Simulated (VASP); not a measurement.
# Mo (P6/mmm) in VASP: notebook, part 2 of 2

VASP 6.6.1.

### 3 Relaxation of cell and atoms, PBEsol

This run uses another cell than the first one, of 15.59 Å³/atom, 0.997 times its volume.

INCAR reads:

```
ALGO = Normal ; EDIFF = 1E-6
EDIFFG = -0.01 ; ENCUT = 600
GGA = PS ; IBRION = 2
ISIF = 3 ; ISMEAR = -1
LASPH = True ; LCHARG = False
LREAL = False ; LWAVE = False
NELM = 80 ; NSW = 80
PREC = Accurate ; SIGMA = 0.1
```

KPOINTS reads:

```
k-points
0
Gamma
  8 8 11
```

POSCAR reads:

```
Mo
1.0
    4.4494349246      0.0000000000      0.0000000000
   -2.2247174623      3.8533236772      0.0000000000
    0.0000000000      0.0000000000      2.7275036088
Mo
3
Direct
    0.0000000000      0.0000000000      0.0000000000
    0.3333333333      0.6666666667      0.5000000000
    0.6666666667      0.3333333333      0.5000000000
```

Potentials or basis: VASP PAW PBE potentials, release 64 (Mo_sv).

Started as:

```bash
$ cat potpaw_PBE.64/Mo_sv/POTCAR > POTCAR
$ mpirun -np 1 vasp_std > vasp.out
```

OUTCAR:

```text
EDIFF = 1E-6
   EDIFFG = -0.01
   ENCUT = 600
   GGA = PS
   IBRION = 2
   ISIF = 3
   ISMEAR = -1
   LASPH = True
   LREAL = False
   NELM = 80
   NSW = 80
   PREC = Accurate

 ion  position               nearest neighbor table
   1  0.000  0.000  0.000-   2 2.91   3 2.91   2 2.91   3 2.91   3 2.91   3 2.91   2 2.91   2 2.91
                             3 2.91   3 2.91   2 2.91   2 2.91
   2  0.333  0.667  0.500-   3 2.57   3 2.57   3 2.57   1 2.91   1 2.91   1 2.91   1 2.91   1 2.91
                             1 2.91
   3  0.667  0.333  0.500-   2 2.57   2 2.57   2 2.57   1 2.91   1 2.91   1 2.91   1 2.91   1 2.91
                             1 2.91

  LATTYP: Found a hexagonal cell.
 ALAT       =     4.4494349246
 C/A-ratio  =     0.6130000000

  Lattice vectors:

 A1 = (   4.4494349246,   0.0000000000,   0.0000000000)
 A2 = (  -2.2247174623,   3.8533236772,   0.0000000000)
 A3 = (   0.0000000000,   0.0000000000,   2.7275036088)

Analysis of symmetry for initial positions (statically):
=====================================================================
 Subroutine PRICEL returns:
 Original cell was already a primitive cell.

 Routine SETGRP: Setting up the symmetry group for a
 hexagonal supercell.

 Subroutine GETGRP returns: Found 24 space group operations
 (whereof 24 operations were pure point group operations)
 out of a pool of 24 trial point group operations.

The static configuration has the point symmetry D_6h.

Analysis of symmetry for dynamics (positions and initial velocities):
=====================================================================
 Subroutine PRICEL returns:
 Original cell was already a primitive cell.

 Routine SETGRP: Setting up the symmetry group for a
 hexagonal supercell.

 Subroutine GETGRP returns: Found 24 space group operations
 (whereof 24 operations were pure point group operations)
 out of a pool of 24 trial point group operations.

The dynamic configuration has the point symmetry D_6h.

[... 122 lines left out ...]
  Fermi-wavevector in a.u.,A,eV,Ry     =   1.579511  2.984843 33.944570  2.494856
  Thomas-Fermi vector in A             =   2.679879
   LORBIT       =      0    0 simple, 1 ext, 2 COOP (PROOUT), +10 PAW based schemes
   GGA     = PS    functional components
   LHFCALC =     F    Hartree Fock is set to
   AEXX    =    0.0000 exact exchange contribution
   IVDW    =     0    specifies the selected vdW correction
   LEPSILON=     F    determine dielectric tensor
   LRPA    =     F    only Hartree local field effects (RPA)
 conjugate gradient relaxation of ions
 non-spin polarized calculation
  energy-cutoff  :      600.00
  volume of cell :       46.76
 maximum number of plane-waves:      1577
 NGX is ok and might be reduce to    36
   NGX = 17   NGY = 17   NGZ = 11

--------------------------------------- Ionic step        1  -------------------------------------------

 number of electron      42.0000004 magnetization

 Free energy of the ion-electron system (eV)
  ---------------------------------------------------
  ext. energy  EPLUGINS =         0.00000000
  ---------------------------------------------------
  free energy    TOTEN  =       -33.83010223 eV

  energy without entropy =      -33.65905764  energy(sigma->0) =      -33.74457993

------------------------ aborting loop because EDIFF is reached ----------------------------------------

  FORCE on cell =-STRESS in cart. coord.  units (eV):
  Direction    XX          YY          ZZ          XY          YZ          ZX
  --------------------------------------------------------------------------------------
  -------------------------------------------------------------------------------------
  Total        2.2868657      2.2868657     -3.9351270      0.0000000      0.0000000      0.0000000
  in kB       78.3511835     78.3511835   -134.8228953      0.0000000      0.0000000      0.0000000
  external PRESSURE =       7.2931572 kB  Pullay stress =       0.0000000 kB
[... 209 lines left out ...]
--------------------------------------- Ionic step        7  -------------------------------------------

 number of electron      42.0000004 magnetization

 Free energy of the ion-electron system (eV)
  ---------------------------------------------------
  ext. energy  EPLUGINS =         0.00000000
  ---------------------------------------------------
  free energy    TOTEN  =       -34.15648346 eV

  energy without entropy =      -34.02311343  energy(sigma->0) =      -34.08979845

 E-fermi :  12.2277     XC(G=0): -13.4903

 val. band max:       12.2261324208   @ k =   0.1250  -0.0000   0.3636
 cond. band min:      12.2322772816   @ k =   0.3750   0.2500   0.2727
 fundamental gap:      0.0061448608
 Fermi energy:        12.2277132255

 k-point     1 :       0.0000    0.0000    0.0000
  band No.  band energies     occupation
      1     -48.7272      2.00000
      2     -48.5124      2.00000
      3     -48.3464      2.00000
      4     -22.9703      2.00000
      5     -22.9703      2.00000
      6     -22.9065      2.00000
[... 661 lines left out ...]
     24      13.1803      0.00015
     25      13.9853      0.00000

 [... further k-points ...]
[... 5 lines left out ...]
  --------------------------------------------------------------------------------------
  -------------------------------------------------------------------------------------
  Total        0.0009974      0.0009974     -0.0155096      0.0000000      0.0000000      0.0000000
  in kB        0.0340225      0.0340225     -0.5290559      0.0000000      0.0000000      0.0000000
  external PRESSURE =      -0.1536703 kB  Pullay stress =       0.0000000 kB
[... 18 lines left out ...]
  FREE ENERGIE OF THE ION-ELECTRON SYSTEM (eV)
  ---------------------------------------------------
  free  energy   TOTEN  =       -34.1564834621 eV

  energy  without entropy=      -34.0231134330  energy(sigma->0) =      -34.08979845

 reached required accuracy - stopping structural energy minimisation
```

OSZICAR:

```text
N       E                     dE             d eps       ncg     rms          rms(c)
DAV:   1     0.502343225012E+03    0.50234E+03   -0.27934E+04  3000   0.195E+03
DAV:   2    -0.198510045968E+02   -0.52219E+03   -0.51770E+03  3352   0.559E+02
[... 56 lines left out ...]
   6 F= -.34156465E+02 E0= -.34089847E+02  d E =-.249879E-03
       N       E                     dE             d eps       ncg     rms          rms(c)
DAV:   1    -0.341570671413E+02   -0.60245E-03   -0.22482E-02  3020   0.132E+00    0.139E-01
DAV:   2    -0.341565919450E+02    0.47520E-03   -0.83519E-04  3141   0.227E-01    0.605E-02
DAV:   3    -0.341565141009E+02    0.77844E-04   -0.64271E-04  3895   0.173E-01    0.471E-02
DAV:   4    -0.341564828557E+02    0.31245E-04   -0.21071E-04  3694   0.102E-01    0.169E-02
DAV:   5    -0.341564834621E+02   -0.60639E-06   -0.60253E-06  3023   0.192E-02
   7 F= -.34156483E+02 E0= -.34089798E+02  d E =-.189370E-04
```

Wall time 5 min (1 thread of Intel Xeon Platinum 8488C (Sapphire Rapids), shared host); peak memory 0.21 GiB.

Results:

```
Free energy                            : -34.1565 eV
Relaxed volume                         : 15.66 Å³/atom
Relaxed cell                           : a = 4.622 Å, b = 4.622 Å, c = 2.539 Å, α = 90.00°, β = 90.00°, γ = 120.00°
Space group after relaxing (to 0.05 Å) : P6/mmm (No. 191)
Energy gained by relaxing              : 108.8 meV/atom
Ionic steps                            : 7
Pressure after relaxing                : 0.0 GPa
Band gap on the k mesh                 : zero (band 21 reaches 13.05 eV, above the bottom of band 22 at 11.68 eV)
```

Step by step:
| step | energy change (eV) | largest force (eV/Å) | pressure (GPa) | volume (Å³) |
| --- | --- | --- | --- | --- |
| 1 | 0.0000 | 0.0000 | 0.73 | 46.76 |
| 2 | -0.3235 | 0.0000 | -0.79 | 47.09 |
| 3 | -0.3260 | 0.0000 | -0.70 | 47.09 |
| 4 | -0.3261 | 0.0000 | -0.67 | 47.10 |
| 5 | -0.3245 | 0.0000 | 1.81 | 46.65 |
| 6 | -0.3264 | 0.0000 | -0.02 | 46.98 |
| 7 | -0.3264 | 0.0000 | -0.02 | 46.97 |

Final structure:
```cif
data_structure
_symmetry_space_group_name_H-M 'P 1'
_symmetry_Int_Tables_number 1
_cell_length_a 4.6215
_cell_length_b 4.6215
_cell_length_c 2.5393
_cell_angle_alpha 90.000
_cell_angle_beta 90.000
_cell_angle_gamma 120.000
_cell_volume 46.97
loop_
_atom_site_label
_atom_site_type_symbol
_atom_site_fract_x
_atom_site_fract_y
_atom_site_fract_z
_atom_site_occupancy
Mo1 Mo 0.00000 0.00000 0.00000 1
Mo2 Mo 0.33333 0.66667 0.50000 1
Mo3 Mo 0.66667 0.33333 0.50000 1
```

Levels at points of the mesh, in eV from the Fermi level:
| k point | band 19 | band 20 | band 21 | band 22 | band 23 | band 24 |
| --- | --- | --- | --- | --- | --- | --- |
| (0.00, 0.00, 0.00) | -2.14 | -2.14 | -0.54 | -0.54 | 1.78 | 1.78 |
| (0.50, 0.00, 0.00) | -2.22 | -2.18 | 0.82 | 1.28 | 2.02 | 2.06 |

Caveat: the PAW data sets were made with another functional, which shifts forces and pressure a little.
